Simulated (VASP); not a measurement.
# Os (Fm-3m) in VASP: notebook

The runs below take Os through relaxation of cell and atoms, single point, with PBEsol.

All numbers are computed with VASP 6.6.1; they aren't measurements. Logs are shortened: lines on timing, memory, paths and dates and some standing lists are left out, and cuts for length are marked.

**1. The cell of the first run**

Symmetry: Fm-3m, No. 225, cubic system. The conventional cell has a = 3.821 Å, b = 3.821 Å, c = 3.821 Å, α = 90.00°, β = 90.00°, γ = 90.00°. Os (site symmetry m-3m) has 12 Os at 2.70 Å within 3.6 Å.

**2. Relaxation of cell and atoms, PBEsol**

INCAR

```
SYSTEM = Os
PREC = Accurate ; ENCUT = 600
EDIFF = 1E-7 ; ISMEAR = 0
SIGMA = 0.1 ; LREAL = .FALSE.
LASPH = .TRUE. ; NELM = 100
ALGO = Normal ; ISIF = 3
LWAVE = .FALSE. ; LCHARG = .FALSE.
GGA = PS ; IBRION = 2
NSW = 80 ; EDIFFG = -0.01
```

KPOINTS

```
Automatic mesh
0
G
  18 18 18
  0 0 0
```

POSCAR

```
Os
1.0
    0.0000000000      1.9102792079      1.9102792079
    1.9102792079      0.0000000000      1.9102792079
    1.9102792079      1.9102792079      0.0000000000
Os
1
Direct
    0.0000000000      0.0000000000      0.0000000000
```

Potentials or basis: VASP PAW PBE potentials, release 64 (Os).

Launch:

```sh
$ cat potpaw_PBE.64/Os/POTCAR > POTCAR
$ mpirun -np 1 vasp_std > vasp.out
```

OUTCAR:

```text
SYSTEM = Os
   PREC = Accurate
   ENCUT = 600
   EDIFF = 1E-7
   ISMEAR = 0
   LREAL = .FALSE.
   LASPH = .TRUE.
   NELM = 100
   ISIF = 3
   GGA = PS
   IBRION = 2
   NSW = 80
   EDIFFG = -0.01

 ion  position               nearest neighbor table
   1  0.000  0.000  0.000-

  LATTYP: Found a face centered cubic cell.
 ALAT       =     3.8205584158

  Lattice vectors:

 A1 = (   0.0000000000,   1.9102792079,   1.9102792079)
 A2 = (   1.9102792079,   0.0000000000,   1.9102792079)
 A3 = (   1.9102792079,   1.9102792079,   0.0000000000)

Analysis of symmetry for initial positions (statically):
=====================================================================
 Subroutine PRICEL returns:
 Original cell was already a primitive cell.

 Routine SETGRP: Setting up the symmetry group for a
 face centered cubic supercell.

 Subroutine GETGRP returns: Found 48 space group operations
 (whereof 48 operations were pure point group operations)
 out of a pool of 48 trial point group operations.

The static configuration has the point symmetry O_h .

Analysis of symmetry for dynamics (positions and initial velocities):
=====================================================================
 Subroutine PRICEL returns:
 Original cell was already a primitive cell.

 Routine SETGRP: Setting up the symmetry group for a
 face centered cubic supercell.

 Subroutine GETGRP returns: Found 48 space group operations
 (whereof 48 operations were pure point group operations)
 out of a pool of 48 trial point group operations.

The dynamic configuration has the point symmetry O_h .

 Subroutine INISYM returns: Found 48 space group operations
 (whereof 48 operations are pure point group operations),
 and found     1 'primitive' translations

----------------------------------------------------------------------------------------

                                     Primitive cell

  volume of cell :      13.9419

  direct lattice vectors                    reciprocal lattice vectors
     0.000000000  1.910279208  1.910279208    -0.261741843  0.261741843  0.261741843
     1.910279208  0.000000000  1.910279208     0.261741843 -0.261741843  0.261741843
     1.910279208  1.910279208  0.000000000     0.261741843  0.261741843 -0.261741843

  length of vectors
     2.701542764  2.701542764  2.701542764     0.453350170  0.453350170  0.453350170

  position of ions in fractional coordinates (direct lattice)
     0.000000000  0.000000000  0.000000000

  ion indices of the primitive-cell ions
   primitive index   ion index
                 1           1

----------------------------------------------------------------------------------------

 KPOINTS: Automatic mesh

Automatic generation of k-mesh.
 Grid dimensions read from file:
 generate k-points for:   18   18   18

 Generating k-lattice:

  Cartesian coordinates                     Fractional coordinates (reciprocal lattice)
    -0.014541213  0.014541213  0.014541213     0.055555556  0.000000000  0.000000000
     0.014541213 -0.014541213  0.014541213     0.000000000  0.055555556  0.000000000
     0.014541213  0.014541213 -0.014541213     0.000000000  0.000000000  0.055555556

  Length of vectors
     0.025186121  0.025186121  0.025186121

  Shift w.r.t. Gamma in fractional coordinates (k-lattice)
     0.000000000  0.000000000  0.000000000

 Subroutine IBZKPT returns following result:
 ===========================================

 Found    195 irreducible k-points:

 Following reciprocal coordinates:
            Coordinates               Weight
  0.000000  0.000000  0.000000      1.000000
  0.055556  0.000000  0.000000      8.000000
  0.111111  0.000000  0.000000      8.000000
  0.166667  0.000000  0.000000      8.000000
  0.222222  0.000000  0.000000      8.000000
  0.277778  0.000000  0.000000      8.000000
[... 16 lines left out ...]
 -0.277778  0.055556  0.000000     24.000000
 -0.222222  0.055556  0.000000     24.000000
 [... further k-points ...]
   k-points           NKPTS =    195   k-points in BZ     NKDIM =    195   number of bands    NBANDS=      8
   number of dos      NEDOS =    301   number of ions     NIONS =      1
   total plane-waves  NPLWV =  13824
   dimension x,y,z NGX =    24 NGY =   24 NGZ =   24
   dimension x,y,z NGXF=    48 NGYF=   48 NGZF=   48
   ions per type =               1
   NGX,Y,Z   is equivalent  to a cutoff of  14.77, 14.77, 14.77 a.u.
   NGXF,Y,Z  is equivalent  to a cutoff of  29.54, 29.54, 29.54 a.u.
 SYSTEM =  Os
   PREC   = accura    normal or accurate (medium, high low for compatibility)
   ISTART =      0    job   : 0-new  1-cont  2-samecut
   ICHARG =      2    charge: 1-file 2-atom 10-const
   ISPIN  =      1    spin polarized calculation?
   LNONCOLLINEAR =      F non collinear calculations
   LSORBIT =      F    spin-orbit coupling
   LASPH  =      T    aspherical Exc in radial PAW
   ENCUT  =  600.0 eV  44.10 Ry    6.64 a.u.   5.40  5.40  5.40*2*pi/ulx,y,z
   NELM   =    100;   NELMIN=  2; NELMDL= -5     # of ELM steps
   EDIFF  = 0.1E-06   stopping-criterion for ELM
   LREAL  =      F    real-space projection
   EDIFFG = -.1E-01   stopping-criterion for IOM
   NSW    =     80    number of steps for IOM
   IBRION =      2    ionic relax: 0-MD 1-quasi-New 2-CG
   NFREE  =      1    steps in history (QN), initial steepest desc. (CG)
   ISIF   =      3    stress and relaxation
   ISYM   =      2    0-nonsym 1-usesym 2-fastsym
   POTIM  = 0.5000    time-step for ionic-motion
   TEBEG  =    0.0;   TEEND  =   0.0 temperature during run
   PSTRESS=    0.0 pullay stress
   NELECT =       8.0000    total number of electrons
   NUPDOWN=      -1.0000    fix difference up-down
   EMIN   =  10.00;   EMAX   =-10.00  energy-range for DOS
   EFERMI =   0.00;   METHOD = LEGACY
   ISMEAR =     0;   SIGMA  =   0.10  broadening in eV -4-tet -1-fermi 0-gaus
   EFERMI_NEDOS =   21; number of points for ismear=-14 and -15
   IALGO  =     38    algorithm
   IMIX   =      4    mixing-type and parameters
     AMIX     =   0.40;   BMIX     =  1.00
     AMIX_MAG =   1.60;   BMIX_MAG =  1.00
  volume/ion in A,a.u.               =      13.94        94.08
  Fermi-wavevector in a.u.,A,eV,Ry     =   1.360394  2.570772 25.179912  1.850671
  Thomas-Fermi vector in A             =   2.487060
   LORBIT       =      0    0 simple, 1 ext, 2 COOP (PROOUT), +10 PAW based schemes
   GGA     = PS    functional components
   LHFCALC =     F    Hartree Fock is set to
   AEXX    =    0.0000 exact exchange contribution
   IVDW    =     0    specifies the selected vdW correction
   LEPSILON=     F    determine dielectric tensor
   LRPA    =     F    only Hartree local field effects (RPA)
 conjugate gradient relaxation of ions
 non-spin polarized calculation
 Gauss-broadening in eV      SIGMA  =   0.10
  energy-cutoff  :      600.00
  volume of cell :       13.94
 maximum number of plane-waves:       483
 NGX is ok and might be reduce to    24
   NGX = 11   NGY = 11   NGZ = 11

--------------------------------------- Ionic step        1  -------------------------------------------

 number of electron       8.0000000 magnetization

 Free energy of the ion-electron system (eV)
  ---------------------------------------------------
  ext. energy  EPLUGINS =         0.00000000
  ---------------------------------------------------
  free energy    TOTEN  =       -12.10460691 eV

  energy without entropy =      -12.10076976  energy(sigma->0) =      -12.10268834

------------------------ aborting loop because EDIFF is reached ----------------------------------------

  FORCE on cell =-STRESS in cart. coord.  units (eV):
  Direction    XX          YY          ZZ          XY          YZ          ZX
  --------------------------------------------------------------------------------------
  -------------------------------------------------------------------------------------
  Total        0.0518138      0.0518138      0.0518138     -0.0000000     -0.0000000     -0.0000000
  in kB        5.9543644      5.9543644      5.9543644     -0.0000000     -0.0000000     -0.0000000
  external PRESSURE =       5.9543644 kB  Pullay stress =       0.0000000 kB
[... 55 lines left out ...]
  energy  without entropy=      -12.1000587204  energy(sigma->0) =      -12.10199247

--------------------------------------- Ionic step        3  -------------------------------------------

 number of electron       8.0000000 magnetization

 Free energy of the ion-electron system (eV)
  ---------------------------------------------------
  ext. energy  EPLUGINS =         0.00000000
  ---------------------------------------------------
  free energy    TOTEN  =       -12.10464062 eV

  energy without entropy =      -12.10079815  energy(sigma->0) =      -12.10271939

 E-fermi :   9.1771     XC(G=0): -14.1635

 val. band max:        9.1388475762   @ k =  -0.3889   0.3333   0.0000
 cond. band min:       9.1805482751   @ k =  -0.2222   0.2778   0.0556
 fundamental gap:      0.0417006990
 Fermi energy:         9.1770875049

 k-point     1 :       0.0000    0.0000    0.0000
  band No.  band energies     occupation
      1      -1.6782      2.00000
      2       6.1937      2.00000
      3       6.1937      2.00000
      4       6.1937      2.00000
      5       9.2736      0.17235
      6       9.2736      0.17235
      7      23.4868      0.00000
      8      29.3001      0.00000
[... 243 lines left out ...]
 k-point    24 :      -0.2222    0.0556    0.0000
  band No.  band energies     occupation
      1       0.6422      2.00000
      2       5.3633      2.00000
      3       6.6768      2.00000
      4       6.7927      2.00000
      5       8.8935      1.99994
      6       9.8970      0.00000
      7      23.7850      0.00000
      8      27.0173      0.00000

 [... further k-points ...]
[... 5 lines left out ...]
  --------------------------------------------------------------------------------------
  -------------------------------------------------------------------------------------
  Total        0.0008803      0.0008803      0.0008803     -0.0000000     -0.0000000      0.0000000
  in kB        0.1010265      0.1010265      0.1010265     -0.0000000     -0.0000000      0.0000000
  external PRESSURE =       0.1010265 kB  Pullay stress =       0.0000000 kB
[... 16 lines left out ...]
  FREE ENERGIE OF THE ION-ELECTRON SYSTEM (eV)
  ---------------------------------------------------
  free  energy   TOTEN  =       -12.1046406237 eV

  energy  without entropy=      -12.1007981549  energy(sigma->0) =      -12.10271939

 reached required accuracy - stopping structural energy minimisation
```

It took 30 s on 1 thread of AMD EPYC 9R45 (Zen 5), shared host; peak memory 0.14 GiB.

Results:

```
Free energy                            : -12.1046 eV
Relaxed volume                         : 13.96 Å³/atom
Relaxed cell                           : a = 2.703 Å, b = 2.703 Å, c = 2.703 Å, α = 60.00°, β = 60.00°, γ = 60.00°
Space group after relaxing (to 0.05 Å) : Fm-3m (No. 225)
Energy gained by relaxing              : 0.0 meV/atom
Ionic steps                            : 3
Pressure after relaxing                : 0.0 GPa
Band gap on the k mesh                 : zero (band 4 reaches 11.67 eV, above the bottom of band 5 at 7.80 eV)
```

Final structure:
```xyz
1
Lattice="0.0000 1.9111 1.9111 1.9111 0.0000 1.9111 1.9111 1.9111 0.0000" Properties=species:S:1:pos:R:3 pbc="T T T"
Os    0.0000    0.0000    0.0000
```

Caveat: the PAW data sets were made with another functional, which shifts forces and pressure a little; spin-orbit coupling is left out, which moves the levels of the heavy elements.

**3. Single point, PBEsol**

This run uses another cell than the first one, of 14.66 Å³/atom, 1.052 times its volume.

INCAR

```
SYSTEM = Os
ALGO = Normal
EDIFF = 1E-6
ENCUT = 520
GGA = PS
ISIF = 2
ISMEAR = 0
LASPH = .True.
LCHARG = .False.
LREAL = .False.
LWAVE = .False.
NBANDS = 10
NELM = 80
PREC = Accurate
SIGMA = 0.1
```

KPOINTS

```
k-points
0
Gamma
  8 8 8
  0 0 0
```

POSCAR

```
Os
1.0
    0.0000000000      1.9427094586      1.9427094586
    1.9427094586      0.0000000000      1.9427094586
    1.9427094586      1.9427094586      0.0000000000
Os
1
Direct
    0.0000000000      0.0000000000      0.0000000000
```

Potentials or basis: VASP PAW PBE potentials, release 64 (Os).

Launch:

```sh
$ cat potpaw_PBE.64/Os/POTCAR > POTCAR
$ mpirun -np 1 vasp_std > vasp.out
```

It took 6 s on 1 thread of Intel Xeon Platinum 8259CL at 2.50GHz (Skylake/Cascade Lake), shared host; peak memory 0.12 GiB.

It converged, with:

| Property | Result |
| --- | --- |
| Free energy | -12.0721 eV |
| Pressure | -19.1 GPa |
| Band gap on the k mesh | zero (band 4 reaches 10.73 eV, above the bottom of band 5 at 7.62 eV) |

Levels at points of the mesh, in eV from the Fermi level:
```tsv
k point	band 1	band 2	band 3	band 4	band 5	band 6	band 7	band 8	band 9
(0.00, 0.00, 0.00)	-10.25	-2.62	-2.62	-2.62	0.22	0.22	14.51	20.01	20.01
(0.50, 0.00, 0.00)	-7.11	-2.77	-2.77	-0.04	2.47	2.47	8.59	14.00	20.10
(0.50, 0.50, 0.00)	-6.96	-6.26	2.43	2.43	3.11	3.11	11.69	12.15	12.15
```

Caveat: the PAW data sets were made with another functional, which shifts forces and pressure a little; spin-orbit coupling is left out, which moves the levels of the heavy elements.

**4. Single point, PBEsol**

INCAR

```
SYSTEM = Os
PREC = Accurate
ENCUT = 520
EDIFF = 1E-7
ISMEAR = 0
SIGMA = 0.1
LREAL = .False.
LASPH = .True.
NELM = 60
ALGO = Normal
ISIF = 2
LWAVE = .False.
LCHARG = .True.
GGA = PS
LELF = .True.
LVHAR = .True.
NBANDS = 10
```

KPOINTS

```
Automatic mesh
0
Gamma
  8 8 8
  0 0 0
```

POSCAR

```
Os
1.0
    0.0000000000      1.9102792079      1.9102792079
    1.9102792079      0.0000000000      1.9102792079
    1.9102792079      1.9102792079      0.0000000000
Os
1
Direct
    0.0000000000      0.0000000000      0.0000000000
```

Launch:

```sh
$ cat potpaw_PBE.64/Os/POTCAR > POTCAR
$ mpirun -np 1 vasp_std > vasp.out
```

Wall time 5.1 s (1 thread of Intel Xeon Platinum 8259CL at 2.50GHz (Skylake/Cascade Lake), shared host); peak memory 0.13 GiB.

It converged, with:

```
Free energy            : -12.1159 eV
Pressure               : 0.5 GPa
Band gap on the k mesh : zero (band 4 reaches 11.68 eV, above the bottom of band 5 at 8.30 eV)
```

Levels at points of the mesh, in eV from the Fermi level:
```csv
k point,band 2,band 3,band 4,band 5,band 6,band 7
"(0.00, 0.00, 0.00)",-2.82,-2.82,-2.82,0.26,0.26,14.50
"(0.50, 0.00, 0.00)",-2.98,-2.98,-0.04,2.70,2.70,9.26
"(0.50, 0.50, 0.00)",-6.73,2.57,2.66,3.40,3.40,12.50
```

Caveat: the PAW data sets were made with another functional, which shifts forces and pressure a little; spin-orbit coupling is left out, which moves the levels of the heavy elements.

**5. The runs side by side**

| task | cell | k mesh | cutoff (eV) | gap on the mesh (eV) | pressure (GPa) |
| --- | --- | --- | --- | --- | --- |
| relaxation of cell and atoms | relaxed from a = 2.702 Å, angles 60.0°, 1 atom | 18 × 18 × 18 | 600 | none | 0.0 |
| single point | a = 2.747 Å, angles 60.0°, 1 atom | 8 × 8 × 8 | 520 | none | -19.1 |
| single point | a = 2.702 Å, angles 60.0°, 1 atom | 8 × 8 × 8 | 520 | none | 0.5 |

Alike in all rows: level PBEsol; potentials or basis VASP PAW PBE potentials, release 64 (Os); no spin polarisation; smearing gaussian 0.1 eV.

Caveats: the PAW data sets were made with another functional, which shifts forces and pressure a little; spin-orbit coupling is left out, which moves the levels of the heavy elements.

Absolute energies hang on the potentials; compare differences alone.
